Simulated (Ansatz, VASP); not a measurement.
**Two plane-wave programs on Al2Ru**

The input INCAR:

```
PREC     = Accurate       # precision mode
ENCUT    = 520            # plane-wave cutoff, eV
EDIFF    = 1E-6           # SCF threshold, eV
ISMEAR   = 0              # smearing method
SIGMA    = 0.03           # smearing width, eV
LREAL    = False          # projectors in reciprocal space
LASPH    = True           # aspherical terms in the spheres
NELM     = 60             # most SCF steps
ALGO     = Normal         # electronic algorithm
ISIF     = 2              # what is computed and relaxed
LWAVE    = False          # write WAVECAR
LCHARG   = True           # write CHGCAR
GGA      = CA             # functional
LELF     = True           # ELF
LVHAR    = True         
NBANDS   = 29             # bands
```

KPOINTS

```
Automatic mesh
0
Gamma
  10 10 10
```

File POSCAR:

```
Al2Ru
1.0
    0.0000000000      3.9579104718      4.3512295095
    2.3319687667      0.0000000000      4.3512295095
    2.3319687667      3.9579104718      0.0000000000
Al Ru
4 2
Direct
    0.0788992938      0.4211007062      0.0788992938
    0.4211007062      0.0788992938      0.4211007062
    0.1711007062      0.8288992938      0.1711007062
    0.8288992938      0.1711007062      0.8288992938
    0.7500000000      0.7500000000      0.7500000000
    0.5000000000      0.5000000000      0.5000000000
```

Input for Ansatz:

```yaml
crystal:
  lattice:
    - [0.0, 3.9579104718, 4.3512295095]
    - [2.3319687667, 0.0, 4.3512295095]
    - [2.3319687667, 3.9579104718, 0.0]
  atoms:
    - { symbol: Al, position: [0.0788992938, 0.4211007062, 0.0788992938] }
    - { symbol: Al, position: [0.4211007062, 0.0788992938, 0.4211007062] }
    - { symbol: Al, position: [0.1711007062, 0.8288992938, 0.1711007062] }
    - { symbol: Al, position: [0.8288992938, 0.1711007062, 0.8288992938] }
    - { symbol: Ru, position: [0.75, 0.75, 0.75] }
    - { symbol: Ru, position: [0.5, 0.5, 0.5] }
basis:
  ecutwfc: 420
kpoints:
  mp_grid: { grid: [10, 10, 10] }
hamiltonian:
  xc: lda
  pseudopotentials: { kind: paw, azcp: { folder: soft_1 } }
scf:
  occupations: { method: gaussian, width: 0.03 }
output:
  forces: true
  stress: true
  eigenvalues: true
```

Alike in both runs: task single point; functional LDA; k mesh 10 × 10 × 10; occupations gaussian, width 0.03 eV; no spin polarisation.

```csv
,VASP,Ansatz
version,VASP 6.6.1,Ansatz 0.2.0
potentials or method,"VASP PAW LDA potentials, release 64 (Al, Ru_pv), cutoff 520 eV","scalar-relativistic, plane waves, PAW"
valence electrons in the cell,40,44
```

Ansatz gave:

| Property | Result |
| --- | --- |
| gap on the k mesh at the Fermi level (eV) | 0.08 |
| least direct gap on the mesh (eV) | 1.25 |
| pressure (GPa) | 0.0 |
| traceless stress, the component that is largest in VASP (GPa) | 0.00 |

Q: Estimate VASP's values.

A: gap on the k mesh at the Fermi level (eV): 0.08; least direct gap on the mesh (eV): 1.26; pressure (GPa): 0.5; traceless stress, the component that is largest in VASP (GPa): -0.05.

Ansatz warns that its potentials were made for another functional, while VASP's fit it. LDA's correlation is that of Perdew and Zunger in VASP and of Perdew and Wang (1992) in Ansatz. VASP's potentials hold 40 valence electrons a cell and Ansatz's 44, so a difference there can come from the potentials and not from the codes.
